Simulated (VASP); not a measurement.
Input of a VASP 6.6.1 run:

The input INCAR:

```
PREC     = Accurate       # precision mode
ENCUT    = 520            # plane-wave cutoff, eV
EDIFF    = 1E-6           # SCF threshold, eV
ISMEAR   = 0              # smearing method
SIGMA    = 0.05           # smearing width, eV
LREAL    = F              # projectors in reciprocal space
LASPH    = T              # aspherical terms in the spheres
NELM     = 100            # most SCF steps
ALGO     = Normal         # electronic algorithm
ISIF     = 2              # what is computed and relaxed
LWAVE    = F              # write WAVECAR
LCHARG   = T              # write CHGCAR
GGA      = PS             # functional
LELF     = T              # ELF
LVHAR    = T            
NBANDS   = 49             # bands
```

File KPOINTS:

```
Automatic mesh
0
Gamma
  12 12 1
```

The input POSCAR:

```
WSe2
1.0
    3.2891514761     -0.0176411180     -0.0305790643
   -1.6598533944      2.8478028405      0.0177832794
   -0.2728428193      0.0256927237     29.2386088347
W Se
3 6
Direct
    0.7136761637      0.1899222728     -0.0059068079
    0.2821610501      0.7175961645      0.7950690753
    0.3818403327      0.6382672330      0.2241889375
    0.5454829319      0.7731018898      0.0492937421
    0.5275142738      0.3501297948      0.8411530995
    0.6559653620      0.2942723270      0.2928927664
    0.3432804429      0.7676447942      0.9364208191
    0.4979214615      0.1972410402      0.7169482584
    0.7188246480      0.4051578171      0.1499401097
```

Potentials or basis: VASP PAW PBE potentials, release 64 (W_sv, Se).

The run is started by

```bash
$ cat potpaw_PBE.64/W_sv/POTCAR potpaw_PBE.64/Se/POTCAR > POTCAR
$ mpirun -np 1 vasp_std > vasp.out
```

(1) What does it give for the band gap on the k mesh?

(2) What does it give for the largest force?

Answers

(1) zero (bands 39 and 40 overlap by 0.71 eV).

(2) 13.115 eV/Å.

Caveat: the cell differs from its parent crystal (atoms moved at random and the cell strained at random); there is no dipole correction, which matters where the two faces differ; the PAW data sets were made with another functional, which shifts forces and pressure a little; spin-orbit coupling is left out, which moves the levels of the heavy elements.
